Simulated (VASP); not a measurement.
A run of VASP 6.6.1 is set up as follows.

The input INCAR:

```
PREC     = Accurate       # precision mode
ENCUT    = 520            # plane-wave cutoff, eV
EDIFF    = 1E-7           # SCF threshold, eV
ISMEAR   = 0              # smearing method
SIGMA    = 0.15           # smearing width, eV
LREAL    = False          # projectors in reciprocal space
LASPH    = True           # aspherical terms in the spheres
NELM     = 80             # most SCF steps
ALGO     = Normal         # electronic algorithm
ISIF     = 2              # what is computed and relaxed
LWAVE    = False          # write WAVECAR
LCHARG   = False          # write CHGCAR
GGA      = PE             # functional
IVDW     = 12             # dispersion correction
NBANDS   = 16             # bands
```

The input KPOINTS:

```
Automatic mesh
0
Gamma
  24 24 8
```

The input POSCAR:

```
C
1.0
    2.3663804789      0.0000000000      0.0000000000
   -1.1831902394      2.0493456097      0.0000000000
    0.0000000000      0.0000000000      7.0079699359
C
4
Direct
    0.0000000000      0.0000000000      0.0025000000
    0.0000000000      0.0000000000      0.5025000000
    0.3333333333      0.6666666667      0.0025000000
    0.6666666667      0.3333333333      0.5025000000
```

Potentials or basis: VASP PAW PBE potentials, release 64 (C).

Command:

```bash
$ cat potpaw_PBE.64/C/POTCAR > POTCAR
$ mpirun -np 1 vasp_std > vasp.out
```

**Question.** What does it give for the band gap on the k mesh?

**Answer.** Zero (band 8 reaches 5.05 eV, above the bottom of band 9 at 5.04 eV).

**Question.** Predict the pressure.

**Answer.** 41.1 GPa.

**Question.** What does it give for the dispersion energy per atom?

**Answer.** -0.142 eV.

Stress tensor (GPa, compression positive):
```
62.22  0.00  0.00
 0.00 62.22  0.00
 0.00  0.00 -1.24
```

Caveat: the cell differs from its parent crystal (strain -0.040 along x and y, +0.040 along z).
